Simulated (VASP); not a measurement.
# Co in VASP: notebook

Runs on Co. Level: r2SCAN. Tasks: single point.

All numbers are computed with VASP 6.6.1; they aren't measurements. Logs are shortened: lines on timing, memory, paths and dates and some standing lists are left out, and cuts for length are marked.

**1. The cell of the first run**

The typed cell holds 2 atoms: a = 3.234 Å, b = 3.234 Å, c = 3.235 Å, α = 98.08°, β = 98.08°, γ = 135.95°.

**2. Single point, r2SCAN**

Contents of POSCAR:

```
Co
1.0
   -2.1201073932      2.1200417444      1.2127754861
    2.1200417444     -2.1201073932      1.2127754861
    2.1203967051      2.1203967051     -1.2128957221
Co
2
Direct
    0.9999945772      0.0000054228      1.0000000000
    0.7500054228      0.2499945772      0.5000000000
```

Contents of INCAR.step1:

```
PREC     = Accurate       # precision mode
ENCUT    = 520            # plane-wave cutoff, eV
ISMEAR   = -1             # smearing method
SIGMA    = 0.1            # smearing width, eV
LREAL    = False          # projectors in reciprocal space
LASPH    = True           # aspherical terms in the spheres
NELM     = 80             # most SCF steps
NBANDS   = 16             # bands
ISYM     = 0            
GGA      = PE             # functional
ALGO     = Normal         # electronic algorithm
EDIFF    = 1E-4           # SCF threshold, eV
LWAVE    = True           # write WAVECAR
LCHARG   = False          # write CHGCAR
```

Contents of INCAR.step2:

```
PREC     = Accurate       # precision mode
ENCUT    = 520            # plane-wave cutoff, eV
EDIFF    = 1E-7           # SCF threshold, eV
ISMEAR   = -1             # smearing method
SIGMA    = 0.1            # smearing width, eV
LREAL    = False          # projectors in reciprocal space
LASPH    = True           # aspherical terms in the spheres
NELM     = 80             # most SCF steps
ALGO     = Normal         # electronic algorithm
ISIF     = 2              # what is computed and relaxed
LWAVE    = False          # write WAVECAR
LCHARG   = False          # write CHGCAR
METAGGA  = R2SCAN         # meta-GGA
LMIXTAU  = True         
NBANDS   = 16             # bands
ISYM     = 0            
ISTART   = 1
```

Contents of KPOINTS:

```
Automatic mesh
0
Gamma
  15 15 10
```

Potentials or basis: VASP PAW PBE potentials, release 64 (Co).

Command:

```console
cat potpaw_PBE.64/Co/POTCAR > POTCAR
cp INCAR.step1 INCAR
mpirun -np 1 vasp_std > vasp.out
cp INCAR.step2 INCAR
mpirun -np 1 vasp_std > vasp.out
```

OUTCAR:

```text
PREC = Accurate
   ENCUT = 520
   EDIFF = 1E-7
   ISMEAR = -1
   LREAL = False
   LASPH = True
   NELM = 80
   ISIF = 2
   METAGGA = R2SCAN
   ISYM = 0
   ISTART = 1

 ion  position               nearest neighbor table
   1  1.000  0.000  0.000-   2 2.21   2 2.21   2 2.21   2 2.21   2 2.79   2 2.79   2 2.79   2 2.79

   2  0.750  0.250  0.500-   1 2.21   1 2.21   1 2.21   1 2.21   1 2.79   1 2.79   1 2.79   1 2.79

IMPORTANT INFORMATION: All symmetrisations will be switched off!
NOSYMM: (Re-)initialisation of all symmetry stuff for point group C_1.

----------------------------------------------------------------------------------------

                                     Primitive cell

  volume of cell :      21.8073

  direct lattice vectors                    reciprocal lattice vectors
    -2.120107393  2.120041744  1.212775486    -0.000004400  0.235836361  0.412283845
     2.120041744 -2.120107393  1.212775486     0.235836361 -0.000004400  0.412283845
     2.120396705  2.120396705 -1.212895722     0.235808582  0.235808582  0.000012765

  length of vectors
     3.234232016  3.234232016  3.234699431     0.474970271  0.474970271  0.333483696

  position of ions in fractional coordinates (direct lattice)
     0.999994577  0.000005423  0.000000000
     0.750005423  0.249994577  0.500000000

  ion indices of the primitive-cell ions
   primitive index   ion index
                 1           1
                 2           2

----------------------------------------------------------------------------------------

 KPOINTS: Automatic mesh

Automatic generation of k-mesh.
 Grid dimensions read from file:
 generate k-points for:   15   15   10

 Generating k-lattice:

  Cartesian coordinates                     Fractional coordinates (reciprocal lattice)
    -0.000000293  0.015722424  0.027485590     0.066666667 -0.000000000  0.000000000
     0.015722424 -0.000000293  0.027485590    -0.000000000  0.066666667  0.000000000
     0.023580858  0.023580858  0.000001276     0.000000000  0.000000000  0.100000000

  Length of vectors
     0.031664685  0.031664685  0.033348370

  Shift w.r.t. Gamma in fractional coordinates (k-lattice)
     0.000000000  0.000000000  0.000000000

 Subroutine IBZKPT returns following result:
 ===========================================

 Found   1126 irreducible k-points:

 Following reciprocal coordinates:
            Coordinates               Weight
  0.000000  0.000000  0.000000      1.000000
  0.066667  0.000000 -0.000000      2.000000
  0.000000 -0.066667  0.000000      2.000000
  0.133333  0.000000  0.000000      2.000000
  0.000000 -0.133333  0.000000      2.000000
  0.200000  0.000000 -0.000000      2.000000
[... 16 lines left out ...]
  0.333333  0.066667 -0.000000      2.000000
 -0.066667 -0.333333  0.000000      2.000000
 [... further k-points ...]
   k-points           NKPTS =   1126   k-points in BZ     NKDIM =   1126   number of bands    NBANDS=     16
   number of dos      NEDOS =    301   number of ions     NIONS =      2
   total plane-waves  NPLWV =  13824
   dimension x,y,z NGX =    24 NGY =   24 NGZ =   24
   dimension x,y,z NGXF=    48 NGYF=   48 NGZF=   48
   ions per type =               2
   NGX,Y,Z   is equivalent  to a cutoff of  12.34, 12.34, 12.33 a.u.
   NGXF,Y,Z  is equivalent  to a cutoff of  24.67, 24.67, 24.67 a.u.
 SYSTEM =  unknown system
   PREC   = accura    normal or accurate (medium, high low for compatibility)
   ISTART =      1    job   : 0-new  1-cont  2-samecut
   ICHARG =      0    charge: 1-file 2-atom 10-const
   ISPIN  =      1    spin polarized calculation?
   LNONCOLLINEAR =      F non collinear calculations
   LSORBIT =      F    spin-orbit coupling
   LASPH  =      T    aspherical Exc in radial PAW
   ENCUT  =  520.0 eV  38.22 Ry    6.18 a.u.   6.01  6.01  6.01*2*pi/ulx,y,z
   NELM   =     80;   NELMIN=  2; NELMDL=  0     # of ELM steps
   EDIFF  = 0.1E-06   stopping-criterion for ELM
   LREAL  =      F    real-space projection
   EDIFFG = 0.1E-05   stopping-criterion for IOM
   NSW    =      0    number of steps for IOM
   IBRION =     -1    ionic relax: 0-MD 1-quasi-New 2-CG
   NFREE  =      0    steps in history (QN), initial steepest desc. (CG)
   ISIF   =      2    stress and relaxation
   ISYM   =      0    0-nonsym 1-usesym 2-fastsym
   POTIM  = 0.5000    time-step for ionic-motion
   TEBEG  =    0.0;   TEEND  =   0.0 temperature during run
   PSTRESS=    0.0 pullay stress
   NELECT =      18.0000    total number of electrons
   NUPDOWN=      -1.0000    fix difference up-down
   EMIN   =  10.00;   EMAX   =-10.00  energy-range for DOS
   EFERMI =   0.00;   METHOD = LEGACY
   ISMEAR =    -1;   SIGMA  =   0.10  broadening in eV -4-tet -1-fermi 0-gaus
   EFERMI_NEDOS =   21; number of points for ismear=-14 and -15
   IALGO  =     38    algorithm
   IMIX   =      4    mixing-type and parameters
     AMIX     =   0.40;   BMIX     =  1.00
     AMIX_MAG =   1.60;   BMIX_MAG =  1.00
  volume/ion in A,a.u.               =      10.90        73.58
  Fermi-wavevector in a.u.,A,eV,Ry     =   1.535672  2.901999 32.086446  2.358287
  Thomas-Fermi vector in A             =   2.642427
   LORBIT       =      0    0 simple, 1 ext, 2 COOP (PROOUT), +10 PAW based schemes
   METAGGA = R2SCAN    functional components
   LHFCALC =     F    Hartree Fock is set to
   AEXX    =    0.0000 exact exchange contribution
   IVDW    =     0    specifies the selected vdW correction
   LEPSILON=     F    determine dielectric tensor
   LRPA    =     F    only Hartree local field effects (RPA)
 non-spin polarized calculation
  energy-cutoff  :      520.00
  volume of cell :       21.81
 maximum number of plane-waves:       608
   NGX = 11   NGY = 11   NGZ = 11

 number of electron      17.9999982 magnetization

 Free energy of the ion-electron system (eV)
  ---------------------------------------------------
  ext. energy  EPLUGINS =         0.00000000
  ---------------------------------------------------
  free energy    TOTEN  =       -24.41906450 eV

  energy without entropy =      -24.28143723  energy(sigma->0) =      -24.35025086

 E-fermi :   9.9865     XC(G=0): -14.4388

 val. band max:        9.9856277276   @ k =  -0.4667   0.4667  -0.1000
 cond. band min:       9.9865937174   @ k =  -0.2667   0.0000   0.4000
 fundamental gap:      0.0009659898
 Fermi energy:         9.9864770123

 k-point     1 :       0.0000    0.0000    0.0000
  band No.  band energies     occupation
      1       0.8822      2.00000
      2       5.0621      2.00000
      3       6.3429      2.00000
      4       7.0476      2.00000
      5       7.5789      2.00000
      6       9.2438      1.99881
[... 8 lines left out ...]
     15      26.4706      0.00000
     16      34.5001      0.00000

 k-point     2 :       0.0667    0.0000   -0.0000
  band No.  band energies     occupation
      1       1.0535      2.00000
      2       5.1338      2.00000
      3       6.3495      2.00000
      4       7.1646      2.00000
      5       7.6236      2.00000
      6       8.9635      1.99993
[... 8 lines left out ...]
     15      26.5641      0.00000
     16      33.1926      0.00000

 k-point     3 :       0.0000   -0.0667    0.0000
  band No.  band energies     occupation
      1       1.0535      2.00000
      2       5.1338      2.00000
      3       6.3495      2.00000
      4       7.1646      2.00000
      5       7.6236      2.00000
      6       8.9635      1.99993
[... 8 lines left out ...]
     15      26.5641      0.00000
     16      33.1926      0.00000

 k-point     4 :       0.1333    0.0000    0.0000
  band No.  band energies     occupation
      1       1.5565      2.00000
      2       5.3360      2.00000
      3       6.3929      2.00000
      4       7.4104      2.00000
      5       7.7335      2.00000
      6       8.5156      2.00000
[... 8 lines left out ...]
     15      26.7658      0.00000
     16      30.2263      0.00000

 k-point     5 :       0.0000   -0.1333    0.0000
  band No.  band energies     occupation
      1       1.5565      2.00000
      2       5.3360      2.00000
      3       6.3929      2.00000
      4       7.4104      2.00000
      5       7.7335      2.00000
      6       8.5156      2.00000
[... 8 lines left out ...]
     15      26.7658      0.00000
     16      30.2263      0.00000

 k-point     6 :       0.2000    0.0000   -0.0000
  band No.  band energies     occupation
      1       2.3535      2.00000
      2       5.6216      2.00000
      3       6.4735      2.00000
      4       7.3989      2.00000
      5       8.0003      2.00000
      6       8.0465      2.00000
[... 8 lines left out ...]
     15      26.2768      0.00000
     16      28.1608      0.00000
[... 267 lines left out ...]
 k-point    21 :       0.2667    0.0667   -0.0000
  band No.  band energies     occupation
      1       4.2107      2.00000
      2       5.9632      2.00000
      3       6.4923      2.00000
      4       7.1672      2.00000
      5       7.5522      2.00000
      6       8.1496      2.00000
[... 8 lines left out ...]
     15      24.9643      0.00000
     16      26.7128      0.00000

 k-point    22 :      -0.0667   -0.2667    0.0000
  band No.  band energies     occupation
      1       4.2107      2.00000
      2       5.9632      2.00000
      3       6.4923      2.00000
      4       7.1672      2.00000
      5       7.5522      2.00000
      6       8.1496      2.00000
[... 8 lines left out ...]
     15      24.9643      0.00000
     16      26.7128      0.00000

 k-point    23 :       0.3333    0.0667   -0.0000
  band No.  band energies     occupation
      1       5.0395      2.00000
      2       5.8764      2.00000
      3       6.4763      2.00000
      4       7.2195      2.00000
      5       7.8104      2.00000
      6       8.0764      2.00000
[... 8 lines left out ...]
     15      24.2096      0.00000
     16      25.6209      0.00000

 k-point    24 :      -0.0667   -0.3333    0.0000
  band No.  band energies     occupation
      1       5.0395      2.00000
      2       5.8764      2.00000
      3       6.4763      2.00000
      4       7.2195      2.00000
      5       7.8104      2.00000
      6       8.0764      2.00000
[... 8 lines left out ...]
     15      24.2096      0.00000
     16      25.6209      0.00000

 [... further k-points ...]

------------------------ aborting loop because EDIFF is reached ----------------------------------------

  FORCE on cell =-STRESS in cart. coord.  units (eV):
  Direction    XX          YY          ZZ          XY          YZ          ZX
  --------------------------------------------------------------------------------------
  -------------------------------------------------------------------------------------
  Total        0.0218406      0.0218406      0.0159519      0.0006308     -0.0004197     -0.0004197
  in kB        1.6046216      1.6046236      1.1719790      0.0463468     -0.0308346     -0.0308346
  external PRESSURE =       1.4604081 kB  Pullay stress =       0.0000000 kB

 VOLUME and BASIS-vectors are now :
 -----------------------------------------------------------------------------
  energy-cutoff  :      520.00
  volume of cell :       21.81
      direct lattice vectors                 reciprocal lattice vectors
    -2.120107393  2.120041744  1.212775486    -0.000004400  0.235836361  0.412283845
     2.120041744 -2.120107393  1.212775486     0.235836361 -0.000004400  0.412283845
     2.120396705  2.120396705 -1.212895722     0.235808582  0.235808582  0.000012765

 POSITION                                       TOTAL-FORCE (eV/Angst)
 -----------------------------------------------------------------------------------
     -2.12008      2.12002      1.21278         0.000015     -0.000015     -0.000000
      0.00011      2.12023      0.60633        -0.000015      0.000015      0.000000
 -----------------------------------------------------------------------------------
    total drift:                               -0.000001      0.000001     -0.000000

  FREE ENERGIE OF THE ION-ELECTRON SYSTEM (eV)
  ---------------------------------------------------
  free  energy   TOTEN  =       -24.4190644967 eV

  energy  without entropy=      -24.2814372322  energy(sigma->0) =      -24.35025086
```

It took 6.9 min on 1 thread of Intel Xeon 6975P-C (Granite Rapids), shared host; peak memory 0.42 GiB.

What came out:

```
Free energy            : -24.4191 eV
Pressure               : 0.1 GPa
Band gap on the k mesh : zero (bands 9 and 10 overlap by 1.37 eV)
```

Caveat: the PAW data sets were made with another functional, which shifts forces and pressure a little; the run has no spin polarisation, though such a crystal can be magnetic.

**3. Single point, r2SCAN (11.34 Å³/atom)**

This run uses another cell than the first one, of 11.34 Å³/atom.

Contents of POSCAR:

```
Co
1.0
   -2.1480067426      2.1479402298      1.2287348884
    2.1479402298     -2.1480067426      1.2287348884
    2.1482998616      2.1482998616     -1.2288567067
Co
2
Direct
    0.9999945772      0.0000054228      1.0000000000
    0.7500054228      0.2499945772      0.5000000000
```

Contents of INCAR.step1:

```
SYSTEM = Co
PREC = Accurate
ENCUT = 520
ISMEAR = -1
SIGMA = 0.1
LREAL = .FALSE.
LASPH = .TRUE.
NELM = 60
NBANDS = 16
GGA = PE
ALGO = Normal
EDIFF = 1E-4
LWAVE = .TRUE.
LCHARG = .FALSE.
```

Contents of INCAR.step2:

```
SYSTEM = Co
PREC = Accurate
ENCUT = 520
EDIFF = 1E-6
ISMEAR = -1
SIGMA = 0.1
LREAL = .FALSE.
LASPH = .TRUE.
NELM = 60
ALGO = Normal
ISIF = 2
LWAVE = .FALSE.
LCHARG = .TRUE.
METAGGA = R2SCAN
LMIXTAU = .TRUE.
LELF = .TRUE.
LVHAR = .TRUE.
NBANDS = 16
ISTART = 1
```

Contents of KPOINTS:

```
regular mesh
0
G
  17 17 12
  0 0 0
```

Potentials or basis: VASP PAW PBE potentials, release 64 (Co).

Command:

```console
cat potpaw_PBE.64/Co/POTCAR > POTCAR
cp INCAR.step1 INCAR
mpirun -np 1 vasp_std > vasp.out
cp INCAR.step2 INCAR
mpirun -np 1 vasp_std > vasp.out
```

It took 6.8 min on 1 thread of Intel Xeon 6975P-C (Granite Rapids), shared host; peak memory 0.38 GiB.

Results (log left out):

```yaml
Free_energy: -24.3965 eV
Pressure: -8.1 GPa
Band_gap_on_the_k_mesh: zero (bands 9 and 10 overlap by 1.33 eV)
```

Stress tensor (GPa, compression positive):
```
-8.33  0.01  0.00
 0.01 -8.33  0.00
 0.00  0.00 -7.61
```

Levels at points of the mesh, in eV from the Fermi level:
```tsv
k point	band 6	band 7	band 8	band 9	band 10	band 11	band 12	band 13
(0.00, 0.00, 0.00)	-0.70	-0.70	-0.62	-0.62	0.56	1.25	7.59	7.59
(0.00, 0.00, 0.50)	-2.21	-0.85	-0.85	0.00	0.00	0.37	0.37	14.33
```

Caveat: the cell stands under tension; the PAW data sets were made with another functional, which shifts forces and pressure a little; the run has no spin polarisation, though such a crystal can be magnetic. Spin polarisation is off, so any magnetic state and its effect on volume and gap are missing.

**4. Single point, r2SCAN (11.78 Å³/atom)**

This run uses another cell than the first one, of 11.78 Å³/atom.

Contents of POSCAR:

```
Co
1.0
   -2.1751995881      2.1751322333      1.2442901459
    2.1751322333     -2.1751995881      1.2442901459
    2.1754964179      2.1754964179     -1.2444135063
Co
2
Direct
    0.9999945772      0.0000054228      1.0000000000
    0.7500054228      0.2499945772      0.5000000000
```

Contents of INCAR.step1:

```
SYSTEM = Co
ALGO = Normal ; EDIFF = 1E-4
ENCUT = 520 ; GGA = PE
ISMEAR = -1 ; LASPH = .True.
LCHARG = .False. ; LREAL = .False.
LWAVE = .True. ; NBANDS = 16
NELM = 80 ; PREC = Accurate
SIGMA = 0.1
```

Contents of INCAR.step2:

```
SYSTEM = Co
ALGO = Normal ; EDIFF = 1E-7
ENCUT = 520 ; ISIF = 2
ISMEAR = -1 ; ISTART = 1
LASPH = .True. ; LCHARG = .False.
LMIXTAU = .True. ; LREAL = .False.
LWAVE = .False. ; METAGGA = R2SCAN
NBANDS = 16 ; NELM = 80
PREC = Accurate ; SIGMA = 0.1
```

Contents of KPOINTS:

```
k-points
0
Gamma
  17 17 12
  0 0 0
```

Command:

```console
cat potpaw_PBE.64/Co/POTCAR > POTCAR
cp INCAR.step1 INCAR
mpirun -np 1 vasp_std > vasp.out
cp INCAR.step2 INCAR
mpirun -np 1 vasp_std > vasp.out
```

Run time: 16 min. Hardware: 1 thread of Intel Xeon 6975P-C (Granite Rapids), shared host; peak memory 0.41 GiB.

The run converged. Its results:

```yaml
Free_energy: -24.3338 eV
Pressure: -14.6 GPa
Band_gap_on_the_k_mesh: zero (bands 9 and 10 overlap by 1.27 eV)
```

Stress tensor (GPa, compression positive):
```
-15.12   0.00   0.00
  0.00 -15.12   0.00
  0.00   0.00 -13.69
```

Levels at points of the mesh, in eV from the Fermi level:
```csv
k point,band 6,band 7,band 8,band 9,band 10,band 11,band 12,band 13
"(0.00, 0.00, 0.00)",-0.67,-0.67,-0.59,-0.59,0.53,1.19,7.41,7.41
"(0.00, 0.00, 0.50)",-2.11,-0.82,-0.82,0.00,0.00,0.35,0.35,13.96
```

Caveat: the cell stands under tension; the PAW data sets were made with another functional, which shifts forces and pressure a little; the run has no spin polarisation, though such a crystal can be magnetic.

**5. Overview**

```tsv
cell	k mesh	gap on the mesh (eV)	pressure (GPa)
a = 3.234 Å, angles 98.1, 98.1, 136.0°, 2 atoms	15 × 15 × 10	none	0.1
a = 3.277 Å, angles 98.1, 98.1, 136.0°, 2 atoms	17 × 17 × 12	none	-8.1
a = 3.318 Å, angles 98.1, 98.1, 136.0°, 2 atoms	17 × 17 × 12	none	-14.6
```

Alike in all rows: task single point; level r2SCAN; potentials or basis VASP PAW PBE potentials, release 64 (Co); no spin polarisation; cutoff (eV) 520; smearing fermi-dirac 0.1 eV.

Caveats: the PAW data sets were made with another functional, which shifts forces and pressure a little; the run has no spin polarisation, though such a crystal can be magnetic; the cell stands under tension (at least some runs).

Absolute energies hang on the potentials; compare differences alone.
